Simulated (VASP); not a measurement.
# TePb in VASP: notebook, part 2 of 2

VASP 6.6.1. Earlier steps stand in the parts before.

## Step 3: Single point, PBE, non-collinear spin, zero start, spin-orbit coupling

This run uses another cell than the first one, of 35.30 Å³/atom.

File INCAR:

```
ALGO = Normal
EDIFF = 1E-6
ENCUT = 520
GGA = PE
GGA_COMPAT = F
ISIF = 2
ISMEAR = 0
LASPH = T
LCHARG = T
LORBIT = 11
LORBMOM = T
LREAL = F
LSORBIT = T
LVHAR = T
LWAVE = F
MAGMOM = 0 0 0 0 0 0
NBANDS = 32
NELM = 150
PREC = Accurate
SIGMA = 0.05
```

File KPOINTS:

```
k-points
0
Gamma
  9 9 9
```

File POSCAR:

```
TePb
1.0
    0.0000000000      3.2803826274      3.2803826274
    3.2803826274      0.0000000000      3.2803826274
    3.2803826274      3.2803826274      0.0000000000
Pb Te
1 1
Direct
    0.5000000000      0.5000000000      0.5000000000
    0.0000000000      0.0000000000      0.0000000000
```

Potentials or basis: VASP PAW PBE potentials, release 64 (Pb_d, Te).

Run with:

```sh
cat potpaw_PBE.64/Pb_d/POTCAR potpaw_PBE.64/Te/POTCAR > POTCAR
mpirun -np 1 vasp_ncl > vasp.out
```

OUTCAR:

```text
EDIFF = 1E-6
   ENCUT = 520
   GGA = PE
   ISIF = 2
   ISMEAR = 0
   LASPH = T
   LORBIT = 11
   LREAL = F
   LSORBIT = T
   NELM = 150
   PREC = Accurate

 ion  position               nearest neighbor table
   1  0.500  0.500  0.500-   2 3.28   2 3.28   2 3.28   2 3.28   2 3.28   2 3.28
   2  0.000  0.000  0.000-   1 3.28   1 3.28   1 3.28   1 3.28   1 3.28   1 3.28

  LATTYP: Found a face centered cubic cell.
 ALAT       =     6.5607652548

  Lattice vectors:

 A1 = (   0.0000000000,   3.2803826274,   3.2803826274)
 A2 = (   3.2803826274,   0.0000000000,   3.2803826274)
 A3 = (   3.2803826274,   3.2803826274,   0.0000000000)

Analysis of symmetry for initial positions (statically):
=====================================================================
 Subroutine PRICEL returns:
 Original cell was already a primitive cell.

 Routine SETGRP: Setting up the symmetry group for a
 face centered cubic supercell.

[... 1103 lines left out ...]
    -0.0537688    -0.0134422     0.0000000    -0.0134422     0.0000000
 l=   3
     0.0000000     0.0000000     0.0000000     0.0000000     0.0000000     0.0000000     0.0000000
     0.0000000     0.0000000     0.0000000     0.0000000     0.0000000     0.0000000     0.0000000
     0.0000000     0.0000000     0.0000000     0.0000000     0.0000000     0.0000000     0.0000000
     0.0000000     0.0000000     0.0000000     0.0000000     0.0000000     0.0000000     0.0000000
     0.0000000     0.0000000     0.0000000     0.0000000     0.0000000     0.0000000     0.0000000
     0.0000000     0.0000000     0.0000000     0.0000000     0.0000000     0.0000000     0.0000000
     0.0000000     0.0000000     0.0000000     0.0000000     0.0000000     0.0000000     0.0000000

 Ion:    2  E_soc:     -0.2178413
 l=   1
     0.0000000    -0.0363429    -0.0363429
    -0.0363429     0.0000000    -0.0363429
    -0.0363429    -0.0363429     0.0000000
 l=   2
     0.0000000    -0.0000087     0.0000000    -0.0000087     0.0000447
    -0.0000087     0.0000000     0.0000335    -0.0000087     0.0000112
     0.0000000     0.0000335     0.0000000     0.0000335     0.0000000
    -0.0000087    -0.0000087     0.0000335     0.0000000     0.0000112
     0.0000447     0.0000112     0.0000000     0.0000112     0.0000000
 l=   3
     0.0000000     0.0000000     0.0000000     0.0000000     0.0000000     0.0000000     0.0000000
     0.0000000     0.0000000     0.0000000     0.0000000     0.0000000     0.0000000     0.0000000
     0.0000000     0.0000000     0.0000000     0.0000000     0.0000000     0.0000000     0.0000000
     0.0000000     0.0000000     0.0000000     0.0000000     0.0000000     0.0000000     0.0000000
     0.0000000     0.0000000     0.0000000     0.0000000     0.0000000     0.0000000     0.0000000
     0.0000000     0.0000000     0.0000000     0.0000000     0.0000000     0.0000000     0.0000000
     0.0000000     0.0000000     0.0000000     0.0000000     0.0000000     0.0000000     0.0000000

 total charge

# of ion       s       p       d       tot
------------------------------------------
    1        1.452   0.581   9.831  11.864
    2        1.377   1.978   0.016   3.371
--------------------------------------------------
tot          2.829   2.559   9.847  15.235

 magnetization (x)

# of ion       s       p       d       tot
------------------------------------------
    1       -0.000  -0.000  -0.000  -0.000
    2        0.000  -0.000  -0.000   0.000
--------------------------------------------------
tot          0.000  -0.000  -0.000   0.000

 magnetization (y)

# of ion       s       p       d       tot
------------------------------------------
    1       -0.000   0.000   0.000  -0.000
    2        0.000  -0.000  -0.000  -0.000
--------------------------------------------------
tot         -0.000  -0.000  -0.000  -0.000

 magnetization (z)

# of ion       s       p       d       tot
------------------------------------------
    1        0.000   0.000   0.000   0.000
    2       -0.000  -0.000  -0.000  -0.000
--------------------------------------------------
tot         -0.000  -0.000  -0.000  -0.000
```

OSZICAR:

```text
N       E                     dE             d eps       ncg     rms          rms(c)
DAV:   1     0.193136361079E+03    0.19314E+03   -0.86988E+03  2240   0.123E+03
DAV:   2     0.108482472615E+02   -0.18229E+03   -0.17459E+03  2328   0.346E+02
DAV:   3    -0.733369412649E+01   -0.18182E+02   -0.17769E+02  2888   0.126E+02
DAV:   4    -0.811742890697E+01   -0.78373E+00   -0.78280E+00  2648   0.283E+01
DAV:   5    -0.816044783821E+01   -0.43019E-01   -0.43017E-01  3448   0.645E+00    0.374E+00
DAV:   6    -0.805218581721E+01    0.10826E+00   -0.23229E-01  3048   0.360E+00    0.234E+00
DAV:   7    -0.805187246325E+01    0.31335E-03   -0.63158E-02  2968   0.118E+00    0.145E+00
DAV:   8    -0.805371607453E+01   -0.18436E-02   -0.33066E-03  2896   0.467E-01    0.640E-01
DAV:   9    -0.805456816324E+01   -0.85209E-03   -0.16270E-03  2784   0.476E-01    0.924E-02
DAV:  10    -0.805466000913E+01   -0.91846E-04   -0.15985E-04  2808   0.127E-01    0.370E-02
DAV:  11    -0.805468450451E+01   -0.24495E-04   -0.29816E-05  2616   0.464E-02    0.204E-02
DAV:  12    -0.805469391651E+01   -0.94120E-05   -0.78739E-06  2368   0.172E-02    0.668E-03
DAV:  13    -0.805469527426E+01   -0.13577E-05   -0.30244E-06  2696   0.215E-02    0.511E-03
DAV:  14    -0.805469487691E+01    0.39735E-06   -0.41938E-07  1736   0.576E-03
   1 F= -.80546949E+01 E0= -.80546949E+01  d E =-.454102E-07  mag=     0.0000    -0.0000    -0.0000
```

stdout:

```text
POSCAR found type information on POSCAR PbTe
 POSCAR found :  2 types and       2 ions
 scaLAPACK will be used
 LDA part: xc-table for (Slater+PW92), standard interpolation
 POSCAR, INCAR and KPOINTS ok, starting setup
 FFT: planning ... GRIDC
 FFT: planning ... GRID_SOFT
 FFT: planning ... GRID
 WAVECAR not read
 entering main loop
```

It took 4.8 min on 1 thread of Intel Xeon Platinum 8259CL at 2.50GHz (Skylake/Cascade Lake), shared host; peak memory 0.45 GiB.

What came out:

```
Free energy                                           : -8.0547 eV
Pressure                                              : 0.1 GPa
Net moment                                            : 0.00 μB per cell
Valence electrons inside the program's atomic spheres : Pb 11.86; Te 3.37
```

Moments on the atoms (μB; x, y, z):
```
Pb  0.00 0.00 0.00
Te  0.00 0.00 0.00
```
